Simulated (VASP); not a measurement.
Wanted: the native input for a VASP 6.6.1 run.

```yaml
Task: relaxation of the atoms
Functional: PBE
Dispersion: D3(BJ)
Potentials_or_basis: VASP PAW PBE potentials, release 64 (C, O, H)
Cutoff: 520 eV
k_mesh: 1 × 1 × 1
Occupations: fermi-dirac, width 0.05 eV
Spin: no spin polarisation
Dipole_correction: no
Further_INCAR_settings: LREAL = Auto; ALGO = Normal; EDIFF = 1e-06; IBRION = 2; EDIFFG = -0.3; NSW = 35
```

The structure of H6C2O lies in POSCAR:

```
H6C2O
1.0
    7.5290720000      0.0000000000      0.0000000000
    0.0000000000      7.5290720000      0.0000000000
    0.0000000000      0.0000000000      7.5290720000
C O H
8 4 24
Direct
    0.3745283000      0.2089554000      0.0395157000
    0.2247764000      0.1905886000      0.1720406000
    0.6126165000      0.1241039000      0.7954352000
    0.6876051000      0.1993550000      0.6250245000
    0.2007640000      0.6296261000      0.8535265000
    0.3613355000      0.7279650000      0.7837263000
    0.9267955000      0.5306131000      0.2152230000
    0.7809309000      0.6681147000      0.2271676000
    0.2912641000      0.0890501000      0.3175867000
    0.5908693000      0.3577448000      0.5866946000
    0.3904882000      0.6682494000      0.6062481000
    0.6205690000      0.5758608000      0.2682479000
    0.1958232000      0.0765724000      0.4034869000
    0.1803888000      0.3224407000      0.2163383000
    0.1105398000      0.1241801000      0.1099323000
    0.3317138000      0.2859832000     -0.0759010000
    0.4874121000      0.2759332000      0.1011420000
    0.4176460000      0.0779077000     -0.0051378000
    0.6382151000      0.4070543000      0.4772849000
    0.8299494000      0.2276867000      0.6409286000
    0.6737940000      0.1022859000      0.5168377000
    0.6816426000      0.0017523000      0.8322162000
    0.6274819000      0.2202754000      0.9029370000
    0.4715117000      0.0950234000      0.7789934000
    0.4935318000      0.7308105000      0.5602952000
    0.3374810000      0.8719690000      0.7870913000
    0.4775344000      0.7005517000      0.8677729000
    0.1713303000      0.6697837000      0.9899391000
    0.0852780000      0.6579230000      0.7705274000
    0.2251653000      0.4867089000      0.8511133000
    0.5260211000      0.6632747000      0.2761869000
    0.8126604000      0.7662182000      0.3305429000
    0.7689330000      0.7398109000      0.1005452000
    1.0539539000      0.5933316000      0.1838465000
    0.9392298000      0.4603464000      0.3414551000
    0.8955543000      0.4339705000      0.1117302000
```

The input as run:

INCAR

```
SYSTEM = H6C2O
PREC = Accurate
ENCUT = 520
EDIFF = 1E-6
ISMEAR = -1
SIGMA = 0.05
LREAL = Auto
LASPH = .TRUE.
NELM = 100
ALGO = Normal
ISIF = 2
LWAVE = .FALSE.
LCHARG = .FALSE.
GGA = PE
IVDW = 12
IBRION = 2
NSW = 35
EDIFFG = -0.3
```

KPOINTS

```
Automatic mesh
0
G
  1 1 1
  0 0 0
```

Potentials or basis: VASP PAW PBE potentials, release 64 (C, O, H).

Run with:

```sh
$ cat potpaw_PBE.64/C/POTCAR potpaw_PBE.64/O/POTCAR potpaw_PBE.64/H/POTCAR > POTCAR
$ mpirun -np 1 vasp_gam > vasp.out
```

It gave:

* Energy gained by relaxing: 25.6 meV/atom
* Ionic steps: 26
* Pressure after relaxing: -0.2 GPa
* Largest force after relaxing: 0.237 eV/Å
* Band gap on the k mesh: 4.36 eV
* Dispersion energy per atom: -0.033 eV

Caveat: the k points lie up to 0.83 Å⁻¹ apart; the relaxation stopped at a loose force limit of 0.3 eV/Å, so its end isn't a converged minimum.

Run time: 17 min on 1 thread of Intel(R) Xeon(R) Platinum 8259CL CPU @ 2.50GHz (Skylake/Cascade Lake), on a shared host, peak memory 0.44 GiB.
